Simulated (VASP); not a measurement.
# GaAs (F-43m) in VASP: a series of runs, part 2 of 2

VASP 6.6.1. The steps go on from the part before.

## 4. Single point, PBE (volume scaled by 0.96, then relaxed in part)

File INCAR:

```
PREC = Accurate
ENCUT = 520
EDIFF = 1E-6
ISMEAR = -1
SIGMA = 0.02
LREAL = False
LASPH = True
NELM = 80
ALGO = Normal
ISIF = 2
LWAVE = False
LCHARG = True
GGA = PE
LELF = True
LVHAR = True
NBANDS = 16
```

File KPOINTS:

```
Automatic mesh
0
Gamma
  13 13 13
```

File POSCAR:

```
GaAs
1.0
    0.0000000000      2.7886446409      2.7886446409
    2.7886446409      0.0000000000      2.7886446409
    2.7886446409      2.7886446409      0.0000000000
Ga As
1 1
Direct
    0.0000000000      0.0000000000      0.0000000000
    0.2500000000      0.2500000000      0.2500000000
```

Potentials or basis: VASP PAW PBE potentials, release 64 (Ga_d, As).

Run with:

```sh
cat potpaw_PBE.64/Ga_d/POTCAR potpaw_PBE.64/As/POTCAR > POTCAR
mpirun -np 1 vasp_std > vasp.out
```

OUTCAR:

```text
PREC = Accurate
   ENCUT = 520
   EDIFF = 1E-6
   ISMEAR = -1
   LREAL = False
   LASPH = True
   NELM = 80
   ISIF = 2
   GGA = PE

 ion  position               nearest neighbor table
   1  0.000  0.000  0.000-   2 2.42   2 2.42   2 2.42   2 2.42
   2  0.250  0.250  0.250-   1 2.42   1 2.42   1 2.42   1 2.42

  LATTYP: Found a face centered cubic cell.
 ALAT       =     5.5772892818

  Lattice vectors:

 A1 = (   0.0000000000,   2.7886446409,   2.7886446409)
 A2 = (   2.7886446409,   0.0000000000,   2.7886446409)
 A3 = (   2.7886446409,   2.7886446409,   0.0000000000)

Analysis of symmetry for initial positions (statically):
=====================================================================
 Subroutine PRICEL returns:
 Original cell was already a primitive cell.

 Routine SETGRP: Setting up the symmetry group for a
 face centered cubic supercell.

 Subroutine GETGRP returns: Found 24 space group operations
 (whereof 24 operations were pure point group operations)
 out of a pool of 48 trial point group operations.

The static configuration has the point symmetry T_d .

Analysis of symmetry for dynamics (positions and initial velocities):
=====================================================================
 Subroutine PRICEL returns:
 Original cell was already a primitive cell.

 Routine SETGRP: Setting up the symmetry group for a
 face centered cubic supercell.

 Subroutine GETGRP returns: Found 24 space group operations
 (whereof 24 operations were pure point group operations)
 out of a pool of 48 trial point group operations.

The dynamic configuration has the point symmetry T_d .

 Subroutine INISYM returns: Found 24 space group operations
 (whereof 24 operations are pure point group operations),
 and found     1 'primitive' translations

[... 105 lines left out ...]
   NELECT =      18.0000    total number of electrons
   NUPDOWN=      -1.0000    fix difference up-down
   EMIN   =  10.00;   EMAX   =-10.00  energy-range for DOS
   EFERMI =   0.00;   METHOD = LEGACY
   ISMEAR =    -1;   SIGMA  =   0.02  broadening in eV -4-tet -1-fermi 0-gaus
   EFERMI_NEDOS =   21; number of points for ismear=-14 and -15
   IALGO  =     38    algorithm
   IMIX   =      4    mixing-type and parameters
     AMIX     =   0.40;   BMIX     =  1.00
     AMIX_MAG =   1.60;   BMIX_MAG =  1.00
  volume/ion in A,a.u.               =      21.69       146.34
  Fermi-wavevector in a.u.,A,eV,Ry     =   1.221132  2.307604 20.288498  1.491163
  Thomas-Fermi vector in A             =   2.356325
   LORBIT       =      0    0 simple, 1 ext, 2 COOP (PROOUT), +10 PAW based schemes
   GGA     = PE    functional components
   LHFCALC =     F    Hartree Fock is set to
   AEXX    =    0.0000 exact exchange contribution
   IVDW    =     0    specifies the selected vdW correction
   LEPSILON=     F    determine dielectric tensor
   LRPA    =     F    only Hartree local field effects (RPA)
 non-spin polarized calculation
  energy-cutoff  :      520.00
  volume of cell :       43.37
 maximum number of plane-waves:      1211
 NGX is ok and might be reduce to    30
   NGX = 15   NGY = 15   NGZ = 15

 number of electron      18.0000015 magnetization

 Free energy of the ion-electron system (eV)
  ---------------------------------------------------
  ext. energy  EPLUGINS =         0.00000000
  ---------------------------------------------------
  free energy    TOTEN  =        -8.19397261 eV

  energy without entropy =       -8.19397261  energy(sigma->0) =       -8.19397261

 E-fermi :   4.6727     XC(G=0):  -9.7736

 val. band max:        4.3232731516   @ k =   0.0000   0.0000   0.0000
 cond. band min:       5.1564951724   @ k =   0.0000   0.0000   0.0000
 fundamental gap:      0.8332220208
 Fermi energy:         4.6727450783

 k-point     1 :       0.0000    0.0000    0.0000
  band No.  band energies     occupation
      1     -10.5619      2.00000
      2     -10.5619      2.00000
      3     -10.5619      2.00000
      4     -10.4720      2.00000
      5     -10.4720      2.00000
      6      -8.7041      2.00000
[... 433 lines left out ...]
      3     -10.5319      2.00000
      4     -10.4770      2.00000
      5     -10.4656      2.00000
      6      -6.8405      2.00000
[... 8 lines left out ...]
     15      15.9756      0.00000
     16      16.6745      0.00000

 [... further k-points ...]
[... 5 lines left out ...]
  --------------------------------------------------------------------------------------
  -------------------------------------------------------------------------------------
  Total        1.8672395      1.8672395      1.8672395     -0.0000000     -0.0000000      0.0000000
  in kB       68.9764903     68.9764903     68.9764903     -0.0000000     -0.0000000      0.0000000
  external PRESSURE =      68.9764903 kB  Pullay stress =       0.0000000 kB

 VOLUME and BASIS-vectors are now :
 -----------------------------------------------------------------------------
  energy-cutoff  :      520.00
  volume of cell :       43.37
      direct lattice vectors                 reciprocal lattice vectors
     0.000000000  2.788644641  2.788644641    -0.179298571  0.179298571  0.179298571
     2.788644641  0.000000000  2.788644641     0.179298571 -0.179298571  0.179298571
     2.788644641  2.788644641  0.000000000     0.179298571  0.179298571 -0.179298571

 POSITION                                       TOTAL-FORCE (eV/Angst)
 -----------------------------------------------------------------------------------
      0.00000      0.00000      0.00000        -0.000000     -0.000000     -0.000000
      1.39432      1.39432      1.39432         0.000000      0.000000      0.000000
 -----------------------------------------------------------------------------------
    total drift:                                0.000001      0.000001      0.000001

  FREE ENERGIE OF THE ION-ELECTRON SYSTEM (eV)
  ---------------------------------------------------
  free  energy   TOTEN  =        -8.1939726113 eV

  energy  without entropy=       -8.1939726113  energy(sigma->0) =       -8.19397261
```

OSZICAR:

```text
N       E                     dE             d eps       ncg     rms          rms(c)
DAV:   1     0.832119922726E+02    0.83212E+02   -0.89692E+03  2752   0.158E+03
DAV:   2    -0.190054652407E+01   -0.85113E+02   -0.81111E+02  3056   0.312E+02
DAV:   3    -0.826609721952E+01   -0.63656E+01   -0.63452E+01  3224   0.660E+01
DAV:   4    -0.836065676498E+01   -0.94560E-01   -0.94546E-01  3312   0.882E+00
DAV:   5    -0.836195564056E+01   -0.12989E-02   -0.12989E-02  3328   0.940E-01    0.303E+00
DAV:   6    -0.821505617852E+01    0.14690E+00   -0.21126E-01  4160   0.826E+00    0.184E+00
DAV:   7    -0.819269822539E+01    0.22358E-01   -0.68607E-02  3392   0.195E+00    0.566E-01
DAV:   8    -0.819347474151E+01   -0.77652E-03   -0.10644E-02  3240   0.117E+00    0.126E-01
DAV:   9    -0.819386255430E+01   -0.38781E-03   -0.94331E-04  3320   0.341E-01    0.481E-02
DAV:  10    -0.819392561996E+01   -0.63066E-04   -0.74676E-05  3688   0.100E-01    0.262E-02
DAV:  11    -0.819397233492E+01   -0.46715E-04   -0.64491E-05  3064   0.620E-02    0.267E-03
DAV:  12    -0.819397261134E+01   -0.27642E-06   -0.11185E-06  2760   0.166E-02
   1 F= -.81939726E+01 E0= -.81939726E+01  d E =-.277693E-10
```

It took 2.5 min on 1 thread of AMD EPYC 7R13, shared host; peak memory 0.18 GiB.

What came out:

- Free energy: -8.1940 eV
- Pressure: 6.9 GPa
- Band gap on the k mesh: 0.83 eV, direct

## 5. Single point, PBE (volume scaled by 0.98, then relaxed in part)

File INCAR:

```
SYSTEM = GaAs
ALGO = Normal ; EDIFF = 1E-6
ENCUT = 520 ; GGA = PE
ISIF = 2 ; ISMEAR = -1
LASPH = .True. ; LCHARG = .True.
LELF = .True. ; LREAL = .False.
LVHAR = .True. ; LWAVE = .False.
NBANDS = 16 ; NELM = 80
PREC = Accurate ; SIGMA = 0.02
```

File KPOINTS:

```
k-points
0
Gamma
  13 13 13
  0 0 0
```

File POSCAR:

```
GaAs
1.0
    0.0000000000      2.8078772807      2.8078772807
    2.8078772807      0.0000000000      2.8078772807
    2.8078772807      2.8078772807      0.0000000000
Ga As
1 1
Direct
    0.0000000000      0.0000000000      0.0000000000
    0.2500000000      0.2500000000      0.2500000000
```

Run with:

```sh
cat potpaw_PBE.64/Ga_d/POTCAR potpaw_PBE.64/As/POTCAR > POTCAR
mpirun -np 1 vasp_std > vasp.out
```

It took 2.2 min on 1 thread of AMD EPYC 7R13, shared host; peak memory 0.18 GiB.

Results (log left out):

| Property | Result |
| --- | --- |
| Free energy | -8.2278 eV |
| Pressure | 5.1 GPa |
| Band gap on the k mesh | 0.67 eV, direct |

Levels at points of the mesh, in eV from the valence-band top:
```
           k point  band 5  band 6  band 7  band 8  band 9  band 10  band 11  band 12  band 13  band 14
(0.00, 0.00, 0.00)  -14.76  -12.87    0.00    0.00    0.00     0.67     3.73     3.73     3.73     7.65
```

 A k mesh can miss the band edges.

## 6. The runs side by side

| task | cell | gap on the mesh (eV) | pressure (GPa) |
| --- | --- | --- | --- |
| relaxation of the atoms | atoms relaxed from a = 4.076 Å, angles 60.0°, 2 atoms | 0.09 | -0.4 |
| relaxation of the atoms | atoms relaxed from a = 3.998 Å, angles 60.0°, 2 atoms | 0.52 | 3.5 |
| single point | a = 3.944 Å, angles 60.0°, 2 atoms | 0.83 | 6.9 |
| single point | a = 3.971 Å, angles 60.0°, 2 atoms | 0.67 | 5.1 |

Alike in all rows: level PBE; potentials or basis VASP PAW PBE potentials, release 64 (Ga_d, As); no spin polarisation; k mesh 13 × 13 × 13; cutoff (eV) 520; smearing fermi-dirac 0.02 eV.

Caveats: the relaxation stopped at its first step, so nothing moved (some runs).

Absolute energies hang on the potentials; compare differences alone.
